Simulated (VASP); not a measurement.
A run of VASP 6.6.1:

The input INCAR:

```
PREC     = Accurate       # precision mode
ENCUT    = 520            # plane-wave cutoff, eV
EDIFF    = 1E-7           # SCF threshold, eV
ISMEAR   = 0              # smearing method
SIGMA    = 0.15           # smearing width, eV
LREAL    = False          # projectors in reciprocal space
LASPH    = True           # aspherical terms in the spheres
NELM     = 100            # most SCF steps
ALGO     = Fast           # electronic algorithm
ISIF     = 2              # what is computed and relaxed
LWAVE    = False          # write WAVECAR
LCHARG   = True           # write CHGCAR
GGA      = PS             # functional
LVHAR    = True         
ISYM     = 0            
NBANDS   = 16             # bands
KPAR     = 4
```

KPOINTS

```
regular mesh
0
Gamma
  24 24 20
```

File POSCAR:

```
Ir
1.0
    0.0000000000     -1.9197000000     -1.9197000000
   -1.9197000000      0.0000000000     -1.9197000000
    1.9197000000      1.9197000000     -3.8394000000
Ir
2
Direct
    0.5022536143      0.5022536143      0.4932331195
   -0.0022536143     -0.0022536143      0.0067668805
```

Potentials or basis: VASP PAW PBE potentials, release 64 (Ir).

Command:

```bash
$ cat potpaw_PBE.64/Ir/POTCAR > POTCAR
$ mpirun -np 4 vasp_std > vasp.out
```

Hardware: 4 MPI ranks on Oxide Virtual Turin-like Processor (shared host).

Estimate the wall time of this run.

Wall time 21 min on 4 MPI ranks on Oxide Virtual Turin-like Processor, with other jobs on the host, peak memory 2 GiB a rank. Counts: scf iterations 19, k points 5764.
